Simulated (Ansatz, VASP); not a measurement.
Two plane-wave programs on TiSi

INCAR

```
PREC = Accurate
ENCUT = 520
EDIFF = 1E-7
ISMEAR = 0
SIGMA = 0.15
LREAL = F
LASPH = T
NELM = 80
ALGO = Normal
ISIF = 2
LWAVE = F
LCHARG = T
GGA = PS
LELF = T
LVHAR = T
NBANDS = 15
```

File KPOINTS:

```
regular mesh
0
Gamma
  18 18 12
```

POSCAR

```
TiSi
1.0
    1.7889353300     -2.0858596400      0.0000000000
    1.7889353300      2.0858596400      0.0000000000
    0.0000000000      0.0000000000      3.6898159800
Ti Si
1 1
Direct
    0.5000000000      0.5000000000      0.0000000000
    0.0000000000      0.0000000000      0.5000000000
```

Input for Ansatz:

```yaml
crystal:
  lattice:
    - [1.78893533, -2.08585964, 0.0]
    - [1.78893533, 2.08585964, 0.0]
    - [0.0, 0.0, 3.68981598]
  atoms:
    - { symbol: Ti, position: [0.5, 0.5, 0.0] }
    - { symbol: Si, position: [0.0, 0.0, 0.5] }
basis:
  ecutwfc: 420
kpoints:
  mp_grid: { grid: [18, 18, 12] }
hamiltonian:
  xc: pbesol
scf:
  occupations: { method: gaussian, width: 0.15 }
output:
  forces: true
  stress: true
  eigenvalues: true
```

Change from the starting cell: strain -0.015 along x and y, -0.030 along z, atoms carried along.

Alike in both runs: task single point; functional PBEsol; k mesh 18 × 18 × 12; occupations gaussian, width 0.15 eV; no spin polarisation.

|  | VASP | Ansatz |
| --- | --- | --- |
| version | VASP 6.6.1 | Ansatz 0.2.0 |
| potentials or method | VASP PAW PBE potentials, release 64 (Ti_sv, Si), cutoff 520 eV | scalar-relativistic, plane waves, PAW |
| valence electrons in the cell | 16 | 16 |

|  | VASP | Ansatz | Ansatz less VASP |
| --- | --- | --- | --- |
| gap on the k mesh at the Fermi level (eV) | none | none | - |
| pressure (GPa) | 4.9 | 4.9 | -0.04 |
| traceless stress, the component that is largest in VASP (GPa) | 3.03 | 2.97 | -0.066 |

VASP's potentials were made for PBE, not for PBEsol. A gap of «none» marks a metal or a gap that the smearing closes.
